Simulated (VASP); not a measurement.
SnAu3, 8 atoms in the cell. The structure is hexagonal, space group P6_3/mmc (No. 194). The conventional cell has a = 5.835 Å, b = 5.835 Å, c = 5.017 Å, α = 90.00°, β = 90.00°, γ = 120.00°. Sn (site symmetry -6m2) has 12 Au at 2.92 to 3.03 Å within 3.8 Å. Au (site symmetry mm2) has 8 Au at 2.90 to 3.02 Å and 4 Sn at 2.92 to 3.03 Å within 3.8 Å. 

- Program: VASP 6.6.1
- Task: single point
- Functional: r2SCAN
- Potentials or basis: VASP PAW PBE potentials, release 64 (Sn_d, Au)
- Cutoff: 550 eV
- k mesh: 6 × 6 × 8
- Occupations: gaussian, width 0.1 eV
- Spin: no spin polarisation
- Dipole correction: no
- Further INCAR settings: ALGO = Normal; EDIFF = 1e-06; NBANDS = 57

Potentials or basis: VASP PAW PBE potentials, release 64 (Sn_d, Au).

The run is started by

```bash
$ cat potpaw_PBE.64/Sn_d/POTCAR potpaw_PBE.64/Au/POTCAR > POTCAR
$ cp INCAR.step1 INCAR
$ mpirun -np 1 vasp_std > vasp.out
$ cp INCAR.step2 INCAR
$ mpirun -np 1 vasp_std > vasp.out
```

Hardware: 1 thread of Intel(R) Xeon(R) 6975P-C (Granite Rapids) (shared host).

Problem. How long does it take, and how much memory?

Solution. Wall time 9.4 min on 1 thread of Intel(R) Xeon(R) 6975P-C (Granite Rapids) (shared host), peak memory 0.48 GiB. Counts: k points 35.
